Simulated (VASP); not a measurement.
# Cu5O in VASP: single point with PBEsol

Aim: the single point of Cu5O with PBEsol.

Everything below comes from runs of VASP 6.6.1. Logs are shortened: lines on timing, memory, paths and dates and some standing lists are left out, and cuts for length are marked.

## Step 1: The cell of the first run

The cell holds a slab with vacuum, 6 atoms: a = 2.520 Å, b = 2.520 Å, c = 26.127 Å, α = 90.00°, β = 90.00°, γ = 90.00°.

## Step 2: Single point, PBEsol

The input, INCAR:

```
PREC = Accurate
ENCUT = 610
EDIFF = 1E-6
ISMEAR = 0
SIGMA = 0.1
LREAL = False
LASPH = True
NELM = 120
ALGO = Normal
ISIF = 2
LWAVE = False
LCHARG = False
LDIPOL = True
IDIPOL = 3
DIPOL = 0.5 0.5 0.496
GGA = PS
NBANDS = 60
GGA_COMPAT = False
NELMDL = -8
```

The input, KPOINTS:

```
regular mesh
0
Gamma
  11 11 1
```

The input, POSCAR:

```
Cu5O
1.0
    2.5196845177      0.0000000000      0.0000000000
    0.0000000000      2.5196845177      0.0000000000
    0.0000000000      0.0000000000     26.1267440356
Cu O
5 1
Direct
    0.5000000000      0.5000000000      0.3253371330
    0.0000000000      0.0000000000      0.3935310881
    0.5000000000      0.5000000000      0.4619860888
    0.0000000000      0.0000000000      0.5306232979
    0.5000000000      0.5000000000      0.5993577310
    0.5000000000      0.5000000000      0.6657917956
```

Potentials or basis: VASP PAW PBE potentials, release 64 (Cu_sv_GW, O).

Started as:

```console
$ cat potpaw_PBE.64/Cu_sv_GW/POTCAR potpaw_PBE.64/O/POTCAR > POTCAR
$ mpirun -np 1 vasp_std > vasp.out
```

OUTCAR:

```text
PREC = Accurate
   ENCUT = 610
   EDIFF = 1E-6
   ISMEAR = 0
   LREAL = False
   LASPH = True
   NELM = 120
   ISIF = 2
   GGA = PS
   NELMDL = -8

 ion  position               nearest neighbor table
   1  0.500  0.500  0.325-   2 2.52   2 2.52   2 2.52   2 2.52
   2  0.000  0.000  0.394-   1 2.52   1 2.52   1 2.52   1 2.52   3 2.52   3 2.52   3 2.52   3 2.52

   3  0.500  0.500  0.462-   2 2.52   2 2.52   2 2.52   2 2.52   4 2.53   4 2.53   4 2.53   4 2.53

   4  0.000  0.000  0.531-   3 2.53   3 2.53   3 2.53   3 2.53   5 2.53   5 2.53   5 2.53   5 2.53

   5  0.500  0.500  0.599-   6 1.74   4 2.53   4 2.53   4 2.53   4 2.53
   6  0.500  0.500  0.666-   5 1.74

  LATTYP: Found a simple tetragonal cell.
 ALAT       =     2.5196845177
 C/A-ratio  =    10.3690536859

  Lattice vectors:

 A1 = (   2.5196845177,   0.0000000000,   0.0000000000)
 A2 = (   0.0000000000,   2.5196845177,   0.0000000000)
 A3 = (   0.0000000000,   0.0000000000,  26.1267440356)

Analysis of symmetry for initial positions (statically):
=====================================================================
 Subroutine PRICEL returns:
 Original cell was already a primitive cell.

 Routine SETGRP: Setting up the symmetry group for a
 simple tetragonal supercell.

 Subroutine GETGRP returns: Found  8 space group operations
 (whereof  8 operations were pure point group operations)
 out of a pool of 16 trial point group operations.

The static configuration has the point symmetry C_4v.

Analysis of symmetry for dynamics (positions and initial velocities):
=====================================================================
 Subroutine PRICEL returns:
 Original cell was already a primitive cell.

 Routine SETGRP: Setting up the symmetry group for a
 simple tetragonal supercell.

 Subroutine GETGRP returns: Found  8 space group operations
 (whereof  8 operations were pure point group operations)
 out of a pool of 16 trial point group operations.

The dynamic configuration has the point symmetry C_4v.

 Subroutine INISYM returns: Found  8 space group operations
 (whereof  8 operations are pure point group operations),
 and found     1 'primitive' translations

----------------------------------------------------------------------------------------

                                     Primitive cell

  volume of cell :     165.8737

  direct lattice vectors                    reciprocal lattice vectors
     2.519684518  0.000000000  0.000000000     0.396875082  0.000000000  0.000000000
     0.000000000  2.519684518  0.000000000     0.000000000  0.396875082  0.000000000
     0.000000000  0.000000000 26.126744036     0.000000000  0.000000000  0.038274957

  length of vectors
     2.519684518  2.519684518 26.126744036     0.396875082  0.396875082  0.038274957

  position of ions in fractional coordinates (direct lattice)
     0.500000000  0.500000000  0.325337133
     0.000000000  0.000000000  0.393531088
     0.500000000  0.500000000  0.461986089
     0.000000000  0.000000000  0.530623298
     0.500000000  0.500000000  0.599357731
     0.500000000  0.500000000  0.665791796

  ion indices of the primitive-cell ions
   primitive index   ion index
                 1           1
                 2           2
                 3           3
                 4           4
                 5           5
                 6           6

----------------------------------------------------------------------------------------

 KPOINTS: regular mesh

Automatic generation of k-mesh.
 Grid dimensions read from file:
 generate k-points for:   11   11    1

 Generating k-lattice:

  Cartesian coordinates                     Fractional coordinates (reciprocal lattice)
     0.036079553  0.000000000  0.000000000     0.090909091  0.000000000  0.000000000
     0.000000000  0.036079553  0.000000000     0.000000000  0.090909091  0.000000000
     0.000000000  0.000000000  0.038274957     0.000000000  0.000000000  1.000000000

  Length of vectors
     0.036079553  0.036079553  0.038274957

  Shift w.r.t. Gamma in fractional coordinates (k-lattice)
     0.000000000  0.000000000  0.000000000

 Subroutine IBZKPT returns following result:
 ===========================================

 Found     21 irreducible k-points:

 Following reciprocal coordinates:
            Coordinates               Weight
  0.000000  0.000000  0.000000      1.000000
  0.090909  0.000000  0.000000      4.000000
  0.181818  0.000000  0.000000      4.000000
  0.272727  0.000000  0.000000      4.000000
  0.363636  0.000000  0.000000      4.000000
  0.454545  0.000000  0.000000      4.000000
[... 13 lines left out ...]
  0.454545  0.363636  0.000000      8.000000
  0.454545  0.454545  0.000000      4.000000
   k-points           NKPTS =     21   k-points in BZ     NKDIM =     21   number of bands    NBANDS=     60
   number of dos      NEDOS =    301   number of ions     NIONS =      6
   total plane-waves  NPLWV =  84000
   dimension x,y,z NGX =    20 NGY =   20 NGZ =  210
   dimension x,y,z NGXF=    40 NGYF=   40 NGZF=  420
   ions per type =               5   1
   NGX,Y,Z   is equivalent  to a cutoff of  13.20, 13.20, 13.36 a.u.
   NGXF,Y,Z  is equivalent  to a cutoff of  26.39, 26.39, 26.72 a.u.
 SYSTEM =  unknown system
   PREC   = accura    normal or accurate (medium, high low for compatibility)
   ISTART =      0    job   : 0-new  1-cont  2-samecut
   ICHARG =      2    charge: 1-file 2-atom 10-const
   ISPIN  =      1    spin polarized calculation?
   LNONCOLLINEAR =      F non collinear calculations
   LSORBIT =      F    spin-orbit coupling
   LASPH  =      T    aspherical Exc in radial PAW
   ENCUT  =  610.0 eV  44.83 Ry    6.70 a.u.   5.07  5.07 52.61*2*pi/ulx,y,z
   NELM   =    120;   NELMIN=  2; NELMDL= -8     # of ELM steps
   EDIFF  = 0.1E-05   stopping-criterion for ELM
   LREAL  =      F    real-space projection
   EDIFFG = 0.1E-04   stopping-criterion for IOM
   NSW    =      0    number of steps for IOM
   IBRION =     -1    ionic relax: 0-MD 1-quasi-New 2-CG
   NFREE  =      0    steps in history (QN), initial steepest desc. (CG)
   ISIF   =      2    stress and relaxation
   ISYM   =      2    0-nonsym 1-usesym 2-fastsym
   POTIM  = 0.5000    time-step for ionic-motion
   TEBEG  =    0.0;   TEEND  =   0.0 temperature during run
   PSTRESS=    0.0 pullay stress
   NELECT =     101.0000    total number of electrons
   NUPDOWN=      -1.0000    fix difference up-down
   EMIN   =  10.00;   EMAX   =-10.00  energy-range for DOS
   EFERMI =   0.00;   METHOD = LEGACY
   ISMEAR =     0;   SIGMA  =   0.10  broadening in eV -4-tet -1-fermi 0-gaus
   EFERMI_NEDOS =   21; number of points for ismear=-14 and -15
   IALGO  =     38    algorithm
   IMIX   =      4    mixing-type and parameters
     AMIX     =   0.40;   BMIX     =  1.00
     AMIX_MAG =   1.60;   BMIX_MAG =  1.00
  volume/ion in A,a.u.               =      27.65       186.56
  Fermi-wavevector in a.u.,A,eV,Ry     =   1.387574  2.622134 26.196126  1.925361
  Thomas-Fermi vector in A             =   2.511782
   LORBIT       =      0    0 simple, 1 ext, 2 COOP (PROOUT), +10 PAW based schemes
   GGA     = PS    functional components
   LHFCALC =     F    Hartree Fock is set to
   AEXX    =    0.0000 exact exchange contribution
   IVDW    =     0    specifies the selected vdW correction
   LEPSILON=     F    determine dielectric tensor
   LRPA    =     F    only Hartree local field effects (RPA)
 non-spin polarized calculation
 Gauss-broadening in eV      SIGMA  =   0.10
  energy-cutoff  :      610.00
  volume of cell :      165.87
 maximum number of plane-waves:      5711
   NGX = 11   NGY = 11   NGZ =105

 dipolmoment           0.000000      0.000000     -0.121627 electrons x Angstroem

 number of electron     101.0000036 magnetization

 dipolmoment           0.000000      0.000000      0.148929 electrons x Angstroem

 Free energy of the ion-electron system (eV)
  ---------------------------------------------------
  ext. energy  EPLUGINS =         0.00000000
  ---------------------------------------------------
  free energy    TOTEN  =       -24.80174391 eV

  energy without entropy =      -24.78568134  energy(sigma->0) =      -24.79371263

 E-fermi :  -1.4331     XC(G=0):  -5.9966

 val. band max:       -1.4697764492   @ k =   0.2727   0.1818   0.0000
 cond. band min:      -1.4193455622   @ k =   0.4545   0.2727   0.0000
 fundamental gap:      0.0504308870
 Fermi energy:        -1.4331421381

 k-point     1 :       0.0000    0.0000    0.0000
  band No.  band energies     occupation
      1    -114.0015      2.00000
      2    -113.7592      2.00000
      3    -113.7122      2.00000
      4    -113.6992      2.00000
      5    -113.2251      2.00000
      6     -71.7332      2.00000
[... 52 lines left out ...]
     59       7.5029      0.00000
     60       8.2826      0.00000

 k-point     2 :       0.0909    0.0000    0.0000
  band No.  band energies     occupation
      1    -114.0010      2.00000
      2    -113.7587      2.00000
      3    -113.7115      2.00000
      4    -113.6990      2.00000
      5    -113.2247      2.00000
      6     -71.7326      2.00000
[... 52 lines left out ...]
     59       7.6783      0.00000
     60       8.4642      0.00000

 k-point     3 :       0.1818    0.0000    0.0000
  band No.  band energies     occupation
      1    -113.9998      2.00000
      2    -113.7574      2.00000
      3    -113.7099      2.00000
      4    -113.6983      2.00000
      5    -113.2235      2.00000
      6     -71.7313      2.00000
[... 1123 lines left out ...]
     59       7.6455      0.00000
     60       8.1804      0.00000

 k-point    21 :       0.4545    0.4545    0.0000
  band No.  band energies     occupation
      1    -113.9908      2.00000
      2    -113.7479      2.00000
      3    -113.6990      2.00000
      4    -113.6911      2.00000
      5    -113.2143      2.00000
      6     -71.7201      2.00000
[... 52 lines left out ...]
     59       7.0135      0.00000
     60       7.7521      0.00000

------------------------ aborting loop because EDIFF is reached ----------------------------------------

 vacuum level on the upper side and lower side of the slab       (xc-potential included)         1.895        -2.274

  FORCE on cell =-STRESS in cart. coord.  units (eV):
  Direction    XX          YY          ZZ          XY          YZ          ZX
  --------------------------------------------------------------------------------------
  -------------------------------------------------------------------------------------
  Total       -3.6603763     -3.6603763     -1.7685919      0.0000000     -0.0000000      0.0000000
  in kB      -35.3556392    -35.3556392    -17.0828599      0.0000000     -0.0000000      0.0000000
  external PRESSURE =     -29.2647128 kB  Pullay stress =       0.0000000 kB

 VOLUME and BASIS-vectors are now :
 -----------------------------------------------------------------------------
  energy-cutoff  :      610.00
  volume of cell :      165.87
      direct lattice vectors                 reciprocal lattice vectors
     2.519684518  0.000000000  0.000000000     0.396875082  0.000000000  0.000000000
     0.000000000  2.519684518  0.000000000     0.000000000  0.396875082  0.000000000
     0.000000000  0.000000000 26.126744036     0.000000000  0.000000000  0.038274957

 POSITION                                       TOTAL-FORCE (eV/Angst)
 -----------------------------------------------------------------------------------
      1.25984      1.25984      8.50000        -0.000000      0.000000      0.207463
      0.00000      0.00000     10.28169        -0.000000      0.000000     -0.206159
      1.25984      1.25984     12.07019         0.000000      0.000000      0.001496
      0.00000      0.00000     13.86346         0.000000      0.000000     -0.010595
      1.25984      1.25984     15.65927         0.000000     -0.000000     -0.066030
      1.25984      1.25984     17.39497         0.000000      0.000000      0.073824
 -----------------------------------------------------------------------------------
    total drift:                               -0.000000     -0.000000      0.001842

  FREE ENERGIE OF THE ION-ELECTRON SYSTEM (eV)
  ---------------------------------------------------
  free  energy   TOTEN  =       -24.8017439100 eV

  energy  without entropy=      -24.7856813424  energy(sigma->0) =      -24.79371263

 vacuum level on the upper side and lower side of the slab         7.385         3.134
```

It took 11 min on 1 thread of AMD EPYC 7R43 (Zen 3), shared host; peak memory 0.38 GiB.

Results:

- Free energy: -24.8017 eV
- Largest force: 0.207 eV/Å
- Band gap on the k mesh: zero (an odd number of electrons rules out a gap without spin polarisation)

Forces in eV/Å, atoms in the order of the input:
```
Cu   0.000  0.000  0.207
Cu   0.000  0.000 -0.206
Cu   0.000  0.000  0.001
Cu   0.000  0.000 -0.011
Cu   0.000  0.000 -0.066
O    0.000  0.000  0.074
```

Levels at points of the mesh, in eV from the Fermi level:
```csv
k point,band 49,band 50,band 51,band 52,band 53,band 54
"(0.00, 0.00, 0.00)",-1.45,-1.39,-0.96,0.46,0.46,0.75
```

Caveat: the PAW data sets were made with another functional, which shifts forces and pressure a little. With open d or f shells a metallic result of PBEsol can be an artefact of self-interaction; +U or a hybrid may open a gap.

The gap in the log of VASP goes by the Fermi energy; the results here count the filled bands.